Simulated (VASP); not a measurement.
# Be2C (Fm-3m) in VASP: further runs

Runs on Be2C. Level: PBEsol. Tasks: single point, relaxation of cell and atoms.

Program: VASP 6.6.1. These are calculated values, not measurements. Logs are shortened: lines on timing, memory, paths and dates and some standing lists are left out, and cuts for length are marked.

### Step 1. The cell of the first run

It takes space group Fm-3m (No. 225, cubic). The conventional cell has a = 4.247 Å, b = 4.247 Å, c = 4.247 Å, α = 90.00°, β = 90.00°, γ = 90.00°. Within 2.4 Å of Be (site symmetry -43m) lie 4 C at 1.84 Å and 6 Be at 2.12 Å. Within 2.4 Å of C (site symmetry m-3m) lie 8 Be at 1.84 Å.

### Step 2. Single point, PBEsol

File INCAR:

```
SYSTEM = Be2C
ALGO = Normal
EDIFF = 1E-6
ENCUT = 600
GGA = PS
GGA_COMPAT = .FALSE.
ISIF = 2
ISMEAR = 0
LASPH = .TRUE.
LCHARG = .TRUE.
LELF = .TRUE.
LREAL = .FALSE.
LVHAR = .TRUE.
LWAVE = .FALSE.
NBANDS = 11
NELM = 120
PREC = Accurate
SIGMA = 0.01
```

File KPOINTS:

```
k-points
0
G
  10 10 10
  0 0 0
```

File POSCAR:

```
Be2C
1.0
    2.1232994964      2.1232994964      0.0000000000
   -2.1232994964      2.1232994964      0.0000000000
    0.0000000000      2.1232994964      2.1232994964
Be C
2 1
Direct
    0.2500000000      0.7500000000      0.5000000000
    0.7500000000      0.2500000000      0.5000000000
    0.0000000000      0.0000000000      0.0000000000
```

Potentials or basis: VASP PAW PBE potentials, release 64 (Be, C).

Command:

```
$ cat potpaw_PBE.64/Be/POTCAR potpaw_PBE.64/C/POTCAR > POTCAR
$ mpirun -np 1 vasp_std > vasp.out
```

OUTCAR:

```text
SYSTEM = Be2C
   EDIFF = 1E-6
   ENCUT = 600
   GGA = PS
   ISIF = 2
   ISMEAR = 0
   LASPH = .TRUE.
   LREAL = .FALSE.
   NELM = 120
   PREC = Accurate

 ion  position               nearest neighbor table
   1  0.250  0.750  0.500-   3 1.84   3 1.84   3 1.84   3 1.84   2 2.12   2 2.12   2 2.12   2 2.12
                             2 2.12   2 2.12
   2  0.750  0.250  0.500-   3 1.84   3 1.84   3 1.84   3 1.84   1 2.12   1 2.12   1 2.12   1 2.12
                             1 2.12   1 2.12
   3  0.000  0.000  0.000-   1 1.84   2 1.84   1 1.84   2 1.84   2 1.84   1 1.84   2 1.84   1 1.84

  LATTYP: Found a face centered cubic cell.
 ALAT       =     4.2465989928

  Lattice vectors:

 A1 = (   0.0000000000,   2.1232994964,   2.1232994964)
 A2 = (   2.1232994964,   0.0000000000,   2.1232994964)
 A3 = (   2.1232994964,   2.1232994964,   0.0000000000)

Analysis of symmetry for initial positions (statically):
=====================================================================
 Subroutine PRICEL returns:
 Original cell was already a primitive cell.

 Routine SETGRP: Setting up the symmetry group for a
 face centered cubic supercell.

 Subroutine GETGRP returns: Found 48 space group operations
 (whereof 48 operations were pure point group operations)
 out of a pool of 48 trial point group operations.

The static configuration has the point symmetry O_h .

Analysis of symmetry for dynamics (positions and initial velocities):
=====================================================================
 Subroutine PRICEL returns:
 Original cell was already a primitive cell.

 Routine SETGRP: Setting up the symmetry group for a
 face centered cubic supercell.

 Subroutine GETGRP returns: Found 48 space group operations
 (whereof 48 operations were pure point group operations)
 out of a pool of 48 trial point group operations.

The dynamic configuration has the point symmetry O_h .

 Subroutine INISYM returns: Found 48 space group operations
 (whereof 48 operations are pure point group operations),
 and found     1 'primitive' translations

----------------------------------------------------------------------------------------

                                     Primitive cell

  volume of cell :      19.1454

  direct lattice vectors                    reciprocal lattice vectors
     2.123299496  2.123299496  0.000000000     0.235482560  0.235482560 -0.235482560
    -2.123299496  2.123299496  0.000000000    -0.235482560  0.235482560 -0.235482560
     0.000000000  2.123299496  2.123299496     0.000000000  0.000000000  0.470965119

  length of vectors
[... 89 lines left out ...]
   NFREE  =      0    steps in history (QN), initial steepest desc. (CG)
   ISIF   =      2    stress and relaxation
   ISYM   =      2    0-nonsym 1-usesym 2-fastsym
   POTIM  = 0.5000    time-step for ionic-motion
   TEBEG  =    0.0;   TEEND  =   0.0 temperature during run
   PSTRESS=    0.0 pullay stress
   NELECT =       8.0000    total number of electrons
   NUPDOWN=      -1.0000    fix difference up-down
   EMIN   =  10.00;   EMAX   =-10.00  energy-range for DOS
   EFERMI =   0.00;   METHOD = LEGACY
   ISMEAR =     0;   SIGMA  =   0.01  broadening in eV -4-tet -1-fermi 0-gaus
   EFERMI_NEDOS =   21; number of points for ismear=-14 and -15
   IALGO  =     38    algorithm
   IMIX   =      4    mixing-type and parameters
     AMIX     =   0.40;   BMIX     =  1.00
     AMIX_MAG =   1.60;   BMIX_MAG =  1.00
  volume/ion in A,a.u.               =       6.38        43.07
  Fermi-wavevector in a.u.,A,eV,Ry     =   1.223912  2.312859 20.380995  1.497961
  Thomas-Fermi vector in A             =   2.359006
   LORBIT       =      0    0 simple, 1 ext, 2 COOP (PROOUT), +10 PAW based schemes
   GGA     = PS    functional components
   LHFCALC =     F    Hartree Fock is set to
   AEXX    =    0.0000 exact exchange contribution
   IVDW    =     0    specifies the selected vdW correction
   LEPSILON=     F    determine dielectric tensor
   LRPA    =     F    only Hartree local field effects (RPA)
 non-spin polarized calculation
 Gauss-broadening in eV      SIGMA  =   0.01
  energy-cutoff  :      600.00
  volume of cell :       19.15
 maximum number of plane-waves:       652
   NGX = 11   NGY = 11   NGZ = 11

 number of electron       7.9999999 magnetization

 Free energy of the ion-electron system (eV)
  ---------------------------------------------------
  ext. energy  EPLUGINS =         0.00000000
  ---------------------------------------------------
  free energy    TOTEN  =       -18.38210789 eV

  energy without entropy =      -18.38210789  energy(sigma->0) =      -18.38210789

 E-fermi :   8.4166     XC(G=0): -11.7404

 val. band max:        8.2667926650   @ k =   0.0000   0.0000   0.0000
 cond. band min:       9.3510100114   @ k =   0.5000   0.5000   0.0000
 fundamental gap:      1.0842173464
 Fermi energy:         8.4166378784

 k-point     1 :       0.0000    0.0000    0.0000
  band No.  band energies     occupation
      1      -7.1961      2.00000
      2       8.2668      2.00000
      3       8.2668      2.00000
      4       8.2668      2.00000
      5      12.4559      0.00000
      6      12.4559      0.00000
      7      12.4559      0.00000
      8      15.6195      0.00000
      9      21.8018      0.00000
     10      21.8018      0.00000
     11      21.8018      0.00000
[... 309 lines left out ...]
 k-point    24 :       0.4000    0.3000    0.0000
  band No.  band energies     occupation
      1      -3.3814      2.00000
      2       0.4497      2.00000
      3       2.4423      2.00000
      4       4.4345      2.00000
      5      12.1370      0.00000
      6      18.0223      0.00000
      7      18.5251      0.00000
      8      19.5180      0.00000
      9      21.2338      0.00000
     10      21.8715      0.00000
     11      26.3869      0.00000

 [... further k-points ...]
[... 5 lines left out ...]
  --------------------------------------------------------------------------------------
  -------------------------------------------------------------------------------------
  Total        1.2725482      1.2725482      1.2725482      0.0000000     -0.0000000      0.0000000
  in kB      106.4930029    106.4930029    106.4930029      0.0000000     -0.0000000      0.0000000
  external PRESSURE =     106.4930029 kB  Pullay stress =       0.0000000 kB

 VOLUME and BASIS-vectors are now :
 -----------------------------------------------------------------------------
  energy-cutoff  :      600.00
  volume of cell :       19.15
      direct lattice vectors                 reciprocal lattice vectors
     2.123299496  2.123299496  0.000000000     0.235482560  0.235482560 -0.235482560
    -2.123299496  2.123299496  0.000000000    -0.235482560  0.235482560 -0.235482560
     0.000000000  2.123299496  2.123299496     0.000000000  0.000000000  0.470965119

 POSITION                                       TOTAL-FORCE (eV/Angst)
 -----------------------------------------------------------------------------------
     -1.06165      3.18495      1.06165         0.000000      0.000000      0.000000
      1.06165      3.18495      1.06165        -0.000000     -0.000000      0.000000
      0.00000      0.00000      0.00000        -0.000000     -0.000000      0.000000
 -----------------------------------------------------------------------------------
    total drift:                                0.000000     -0.000000     -0.000000

  FREE ENERGIE OF THE ION-ELECTRON SYSTEM (eV)
  ---------------------------------------------------
  free  energy   TOTEN  =       -18.3821078871 eV

  energy  without entropy=      -18.3821078871  energy(sigma->0) =      -18.38210789
```

OSZICAR:

```text
N       E                     dE             d eps       ncg     rms          rms(c)
DAV:   1     0.550707405927E+01    0.55071E+01   -0.44544E+03  1042   0.759E+02
DAV:   2    -0.186942501788E+02   -0.24201E+02   -0.23133E+02  1351   0.138E+02
DAV:   3    -0.194841402125E+02   -0.78989E+00   -0.78696E+00  1375   0.188E+01
DAV:   4    -0.194876771346E+02   -0.35369E-02   -0.35364E-02  1260   0.145E+00
DAV:   5    -0.194876962647E+02   -0.19130E-04   -0.19130E-04  1261   0.862E-02    0.543E+00
DAV:   6    -0.184558921478E+02    0.10318E+01   -0.28989E+00  1082   0.817E+00    0.223E+00
DAV:   7    -0.183952795784E+02    0.60613E-01   -0.20298E-01  1246   0.294E+00    0.129E+00
DAV:   8    -0.183822523456E+02    0.13027E-01   -0.11354E-02  1201   0.104E+00    0.206E-01
DAV:   9    -0.183821087347E+02    0.14361E-03   -0.29652E-04  1264   0.106E-01    0.115E-01
DAV:  10    -0.183821087213E+02    0.13415E-07   -0.99429E-05  1282   0.613E-02    0.773E-03
DAV:  11    -0.183821078871E+02    0.83415E-06   -0.73214E-06  1158   0.150E-02
   1 F= -.18382108E+02 E0= -.18382108E+02  d E =-.516978-102
```

stdout:

```text
POSCAR found type information on POSCAR BeC
 POSCAR found :  2 types and       3 ions
 scaLAPACK will be used
 -----------------------------------------------------------------------------
|                                                                             |
|                                                                             |
|     You enforced a specific xc type in the INCAR file but a different       |
|     I HOPE YOU KNOW WHAT YOU ARE DOING!                                     |
|                                                                             |
 -----------------------------------------------------------------------------

 LDA part: xc-table for (Slater+PW92), standard interpolation
 POSCAR, INCAR and KPOINTS ok, starting setup
 FFT: planning ... GRIDC
 FFT: planning ... GRID_SOFT
 FFT: planning ... GRID
 WAVECAR not read
 entering main loop
```

Wall time 9.2 s (1 thread of AMD EPYC 7R43 (Zen 3), shared host); peak memory 0.1 GiB.

Results:

* Free energy: -18.3821 eV
* Pressure: 10.6 GPa
* Band gap on the k mesh: 1.08 eV, indirect (least direct gap 4.19 eV)

Levels at points of the mesh, in eV from the valence-band top:
| k point | band 1 | band 2 | band 3 | band 4 | band 5 | band 6 | band 7 | band 8 |
| --- | --- | --- | --- | --- | --- | --- | --- | --- |
| (0.00, 0.00, 0.00) | -15.46 | 0.00 | 0.00 | 0.00 | 4.19 | 4.19 | 4.19 | 7.35 |
| (0.50, 0.00, 0.00) | -12.43 | -9.14 | -1.93 | -1.93 | 5.05 | 5.05 | 7.65 | 10.07 |
| (0.50, 0.50, 0.00) | -11.69 | -7.00 | -5.00 | -5.00 | 1.08 | 6.13 | 13.83 | 13.83 |

Caveat: the PAW data sets were made with another functional, which shifts forces and pressure a little.

### Step 3. Single point, PBEsol

File INCAR:

```
ALGO = Normal ; EDIFF = 1E-6
ENCUT = 600 ; GGA = PS
GGA_COMPAT = F ; ISIF = 2
ISMEAR = 0 ; LASPH = T
LCHARG = T ; LELF = T
LREAL = F ; LVHAR = T
LWAVE = F ; NBANDS = 11
NELM = 120 ; PREC = Accurate
SIGMA = 0.01
```

File KPOINTS:

```
k-points
0
Gamma
  10 10 10
```

POSCAR is that of step 2.

Potentials or basis: VASP PAW PBE potentials, release 64 (Be, C).

Command:

```
$ cat potpaw_PBE.64/Be/POTCAR potpaw_PBE.64/C/POTCAR > POTCAR
$ mpirun -np 1 vasp_std > vasp.out
```

OUTCAR:

```text
EDIFF = 1E-6
   ENCUT = 600
   GGA = PS
   ISIF = 2
   ISMEAR = 0
   LASPH = T
   LREAL = F
   NELM = 120
   PREC = Accurate

 ion  position               nearest neighbor table
   1  0.250  0.750  0.500-   3 1.84   3 1.84   3 1.84   3 1.84   2 2.12   2 2.12   2 2.12   2 2.12
                             2 2.12   2 2.12
   2  0.750  0.250  0.500-   3 1.84   3 1.84   3 1.84   3 1.84   1 2.12   1 2.12   1 2.12   1 2.12
                             1 2.12   1 2.12
   3  0.000  0.000  0.000-   1 1.84   2 1.84   1 1.84   2 1.84   2 1.84   1 1.84   2 1.84   1 1.84

  LATTYP: Found a face centered cubic cell.
 ALAT       =     4.2465989928

  Lattice vectors:

 A1 = (   0.0000000000,   2.1232994964,   2.1232994964)
 A2 = (   2.1232994964,   0.0000000000,   2.1232994964)
 A3 = (   2.1232994964,   2.1232994964,   0.0000000000)

Analysis of symmetry for initial positions (statically):
=====================================================================
 Subroutine PRICEL returns:
 Original cell was already a primitive cell.

 Routine SETGRP: Setting up the symmetry group for a
 face centered cubic supercell.

 Subroutine GETGRP returns: Found 48 space group operations
 (whereof 48 operations were pure point group operations)
 out of a pool of 48 trial point group operations.

The static configuration has the point symmetry O_h .

Analysis of symmetry for dynamics (positions and initial velocities):
=====================================================================
 Subroutine PRICEL returns:
 Original cell was already a primitive cell.

 Routine SETGRP: Setting up the symmetry group for a
 face centered cubic supercell.

 Subroutine GETGRP returns: Found 48 space group operations
 (whereof 48 operations were pure point group operations)
 out of a pool of 48 trial point group operations.

The dynamic configuration has the point symmetry O_h .

[... 121 lines left out ...]
  volume/ion in A,a.u.               =       6.38        43.07
  Fermi-wavevector in a.u.,A,eV,Ry     =   1.223912  2.312859 20.380995  1.497961
  Thomas-Fermi vector in A             =   2.359006
   LORBIT       =      0    0 simple, 1 ext, 2 COOP (PROOUT), +10 PAW based schemes
   GGA     = PS    functional components
   LHFCALC =     F    Hartree Fock is set to
   AEXX    =    0.0000 exact exchange contribution
   IVDW    =     0    specifies the selected vdW correction
   LEPSILON=     F    determine dielectric tensor
   LRPA    =     F    only Hartree local field effects (RPA)
 non-spin polarized calculation
 Gauss-broadening in eV      SIGMA  =   0.01
  energy-cutoff  :      600.00
  volume of cell :       19.15
 maximum number of plane-waves:       652
   NGX = 11   NGY = 11   NGZ = 11

 number of electron       7.9999999 magnetization

 Free energy of the ion-electron system (eV)
  ---------------------------------------------------
  ext. energy  EPLUGINS =         0.00000000
  ---------------------------------------------------
  free energy    TOTEN  =       -18.38210789 eV

  energy without entropy =      -18.38210789  energy(sigma->0) =      -18.38210789

 E-fermi :   8.4166     XC(G=0): -11.7404

 val. band max:        8.2667926650   @ k =   0.0000   0.0000   0.0000
 cond. band min:       9.3510100114   @ k =   0.5000   0.5000   0.0000
 fundamental gap:      1.0842173464
 Fermi energy:         8.4166378784

 k-point     1 :       0.0000    0.0000    0.0000
  band No.  band energies     occupation
      1      -7.1961      2.00000
      2       8.2668      2.00000
      3       8.2668      2.00000
      4       8.2668      2.00000
      5      12.4559      0.00000
      6      12.4559      0.00000
      7      12.4559      0.00000
      8      15.6195      0.00000
      9      21.8018      0.00000
     10      21.8018      0.00000
     11      21.8018      0.00000
[... 309 lines left out ...]
 k-point    24 :       0.4000    0.3000    0.0000
  band No.  band energies     occupation
      1      -3.3814      2.00000
      2       0.4497      2.00000
      3       2.4423      2.00000
      4       4.4345      2.00000
      5      12.1370      0.00000
      6      18.0223      0.00000
      7      18.5251      0.00000
      8      19.5180      0.00000
      9      21.2338      0.00000
     10      21.8715      0.00000
     11      26.3869      0.00000

 [... further k-points ...]
[... 5 lines left out ...]
  --------------------------------------------------------------------------------------
  -------------------------------------------------------------------------------------
  Total        1.2725482      1.2725482      1.2725482      0.0000000     -0.0000000      0.0000000
  in kB      106.4930029    106.4930029    106.4930029      0.0000000     -0.0000000      0.0000000
  external PRESSURE =     106.4930029 kB  Pullay stress =       0.0000000 kB

 VOLUME and BASIS-vectors are now :
 -----------------------------------------------------------------------------
  energy-cutoff  :      600.00
  volume of cell :       19.15
      direct lattice vectors                 reciprocal lattice vectors
     2.123299496  2.123299496  0.000000000     0.235482560  0.235482560 -0.235482560
    -2.123299496  2.123299496  0.000000000    -0.235482560  0.235482560 -0.235482560
     0.000000000  2.123299496  2.123299496     0.000000000  0.000000000  0.470965119

 POSITION                                       TOTAL-FORCE (eV/Angst)
 -----------------------------------------------------------------------------------
     -1.06165      3.18495      1.06165         0.000000      0.000000      0.000000
      1.06165      3.18495      1.06165        -0.000000     -0.000000      0.000000
      0.00000      0.00000      0.00000        -0.000000     -0.000000      0.000000
 -----------------------------------------------------------------------------------
    total drift:                                0.000000     -0.000000     -0.000000

  FREE ENERGIE OF THE ION-ELECTRON SYSTEM (eV)
  ---------------------------------------------------
  free  energy   TOTEN  =       -18.3821078871 eV

  energy  without entropy=      -18.3821078871  energy(sigma->0) =      -18.38210789
```

OSZICAR:

```text
N       E                     dE             d eps       ncg     rms          rms(c)
DAV:   1     0.550707405927E+01    0.55071E+01   -0.44544E+03  1042   0.759E+02
DAV:   2    -0.186942501788E+02   -0.24201E+02   -0.23133E+02  1351   0.138E+02
DAV:   3    -0.194841402125E+02   -0.78989E+00   -0.78696E+00  1375   0.188E+01
DAV:   4    -0.194876771346E+02   -0.35369E-02   -0.35364E-02  1260   0.145E+00
DAV:   5    -0.194876962647E+02   -0.19130E-04   -0.19130E-04  1261   0.862E-02    0.543E+00
DAV:   6    -0.184558921478E+02    0.10318E+01   -0.28989E+00  1082   0.817E+00    0.223E+00
DAV:   7    -0.183952795784E+02    0.60613E-01   -0.20298E-01  1246   0.294E+00    0.129E+00
DAV:   8    -0.183822523456E+02    0.13027E-01   -0.11354E-02  1201   0.104E+00    0.206E-01
DAV:   9    -0.183821087347E+02    0.14361E-03   -0.29652E-04  1264   0.106E-01    0.115E-01
DAV:  10    -0.183821087213E+02    0.13415E-07   -0.99429E-05  1282   0.613E-02    0.773E-03
DAV:  11    -0.183821078871E+02    0.83415E-06   -0.73214E-06  1158   0.150E-02
   1 F= -.18382108E+02 E0= -.18382108E+02  d E =-.516978-102
```

It took 8.2 s on 1 thread of AMD EPYC 7R43 (Zen 3), shared host; peak memory 0.1 GiB.

Results:

```
Free energy            : -18.3821 eV
Pressure               : 10.6 GPa
Band gap on the k mesh : 1.08 eV, indirect (least direct gap 4.19 eV)
```

Levels at points of the mesh, in eV from the valence-band top:
| k point | band 2 | band 3 | band 4 | band 5 | band 6 | band 7 |
| --- | --- | --- | --- | --- | --- | --- |
| (0.00, 0.00, 0.00) | 0.00 | 0.00 | 0.00 | 4.19 | 4.19 | 4.19 |
| (0.50, 0.00, 0.00) | -9.14 | -1.93 | -1.93 | 5.05 | 5.05 | 7.65 |
| (0.50, 0.50, 0.00) | -7.00 | -5.00 | -5.00 | 1.08 | 6.13 | 13.83 |

Caveat: the PAW data sets were made with another functional, which shifts forces and pressure a little.

[end of part 1 of 2]
